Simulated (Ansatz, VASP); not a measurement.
Two plane-wave programs on Al2O3

Contents of INCAR:

```
SYSTEM = Al2O3
PREC = Accurate
ENCUT = 520
EDIFF = 1E-6
ISMEAR = 0
SIGMA = 0.02
LREAL = .False.
LASPH = .True.
NELM = 60
ALGO = Normal
ISIF = 2
LWAVE = .False.
LCHARG = .False.
IBRION = 2
NSW = 60
EDIFFG = -0.002
```

Contents of KPOINTS:

```
Automatic mesh
0
Gamma
  6 6 6
  0 0 0
```

The input POSCAR:

```
Al2O3
1.0
    2.3788962612      1.3734563968      4.3307367652
   -2.3788962612      1.3734563968      4.3307367652
    0.0000000000     -2.7469127936      4.3307367652
Al O
4 6
Direct
    0.3518448460      0.3518448460      0.3518448460
    0.1481551540      0.1481551540      0.1481551540
    0.6481551540      0.6481551540      0.6481551540
    0.8518448460      0.8518448460      0.8518448460
    0.5563253481      0.9436746519      0.2500000000
    0.2500000000      0.5563253481      0.9436746519
    0.9436746519      0.2500000000      0.5563253481
    0.4436746519      0.0563253481      0.7500000000
    0.7500000000      0.4436746519      0.0563253481
    0.0563253481      0.7500000000      0.4436746519
```

Input for Ansatz:

```yaml
crystal:
  lattice:
    - [2.3788962612, 1.3734563968, 4.3307367652]
    - [-2.3788962612, 1.3734563968, 4.3307367652]
    - [0.0, -2.7469127936, 4.3307367652]
  atoms:
    - { symbol: Al, position: [0.351844846, 0.351844846, 0.351844846] }
    - { symbol: Al, position: [0.148155154, 0.148155154, 0.148155154] }
    - { symbol: Al, position: [0.648155154, 0.648155154, 0.648155154] }
    - { symbol: Al, position: [0.851844846, 0.851844846, 0.851844846] }
    - { symbol: O, position: [0.5563253481, 0.9436746519, 0.25] }
    - { symbol: O, position: [0.25, 0.5563253481, 0.9436746519] }
    - { symbol: O, position: [0.9436746519, 0.25, 0.5563253481] }
    - { symbol: O, position: [0.4436746519, 0.0563253481, 0.75] }
    - { symbol: O, position: [0.75, 0.4436746519, 0.0563253481] }
    - { symbol: O, position: [0.0563253481, 0.75, 0.4436746519] }
basis:
  ecutwfc: 420
kpoints:
  mp_grid: { grid: [6, 6, 6] }
hamiltonian:
  xc: lda
  pseudopotentials: { kind: paw, azcp: { folder: soft_1 } }
scf:
  occupations: { method: gaussian, width: 0.02 }
output:
  forces: true
  stress: true
  eigenvalues: true
relax:
  adjacent_minimum: "off"
  f_tol: 0.002
  max_steps: 40
```

Change from the starting cell: strained cell.

Alike in both runs: task relaxation of the atoms; functional LDA; k mesh 6 × 6 × 6; occupations gaussian, width 0.02 eV; no spin polarisation.

|  | VASP | Ansatz |
| --- | --- | --- |
| version | VASP 6.6.1 | Ansatz 0.2.0 |
| potentials or method | VASP PAW LDA potentials, release 64 (Al, O), cutoff 520 eV | scalar-relativistic, plane waves, PAW |
| valence electrons in the cell | 48 | 48 |

Ansatz gave:

```
gap on the k mesh at the Fermi level, each at its own relaxed structure (eV) : 6.20
```

Problem. Which values does VASP return?

Solution. gap on the k mesh at the Fermi level, each at its own relaxed structure (eV): 6.21.

Ansatz warns that its potentials were made for another functional, while VASP's fit it. LDA's correlation is that of Perdew and Zunger in VASP and of Perdew and Wang (1992) in Ansatz. Ansatz's warnings: stress scf threshold loose.
